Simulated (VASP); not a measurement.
Write the native input for VASP 6.6.1 that does the following.

* Task: single point
* Functional: PBE0
* Potentials or basis: VASP PAW PBE potentials, release 64 (Ir_sv_GW)
* Cutoff: 420 eV
* k mesh: 6 × 6 × 6
* Occupations: fermi-dirac, width 0.05 eV
* Spin: no spin polarisation
* Dipole correction: no
* Grid for exact exchange (PRECFOCK): Normal
* Further INCAR settings: ALGO = Normal; EDIFF = 1e-06; NBANDS = 14
* Share of exact exchange: 0.25

The system is Ir.

```
CELL_PARAMETERS angstrom
0.00000 1.90274 1.90274
1.90274 0.00000 1.90274
1.90274 1.90274 0.00000
ATOMIC_POSITIONS crystal
Ir 0.00000 0.00000 0.00000
```

One way to write it, as run:

POSCAR

```
Ir
1.0
    0.0000000000      1.9027432368      1.9027432368
    1.9027432368      0.0000000000      1.9027432368
    1.9027432368      1.9027432368      0.0000000000
Ir
1
Direct
    0.0000000000      0.0000000000      0.0000000000
```

INCAR.step1

```
SYSTEM = Ir
PREC = Accurate ; ENCUT = 420
EDIFF = 1E-5 ; ISMEAR = -1
SIGMA = 0.05 ; LREAL = .False.
LASPH = .True. ; NELM = 120
ALGO = Normal ; ISIF = 2
LWAVE = .True. ; LCHARG = .False.
GGA = PE ; NBANDS = 14
GGA_COMPAT = .False.
```

INCAR.step2

```
SYSTEM = Ir
PREC = Accurate ; ENCUT = 420
EDIFF = 1E-6 ; ISMEAR = -1
SIGMA = 0.05 ; LREAL = .False.
LASPH = .True. ; NELM = 120
ALGO = Normal ; ISIF = 2
LWAVE = .False. ; LCHARG = .False.
GGA = PE ; LHFCALC = .True.
AEXX = 0.25 ; PRECFOCK = Normal
ISTART = 1 ; NBANDS = 14
GGA_COMPAT = .False.
```

KPOINTS

```
Automatic mesh
0
Gamma
  6 6 6
  0 0 0
```

Potentials or basis: VASP PAW PBE potentials, release 64 (Ir_sv_GW).

Command:

```sh
$ cat potpaw_PBE.64/Ir_sv_GW/POTCAR > POTCAR
$ cp INCAR.step1 INCAR
$ mpirun -np 1 vasp_std > vasp.out
$ cp INCAR.step2 INCAR
$ mpirun -np 1 vasp_std > vasp.out
```

Results of the run:

The pressure is 5.0 GPa and the band gap on the k mesh is zero (an odd number of electrons rules out a gap without spin polarisation).

Caveat: the k points lie up to 0.48 Å⁻¹ apart, too coarse for converged energies and pressures of a metal; the PAW data sets were made with another functional, which shifts forces and pressure a little; spin-orbit coupling is left out, which moves the levels of the heavy elements.

Wall time 5.9 min on 1 thread of AMD EPYC 9R45 96-Core Processor (Zen 5) (shared host), peak memory 0.1 GiB.
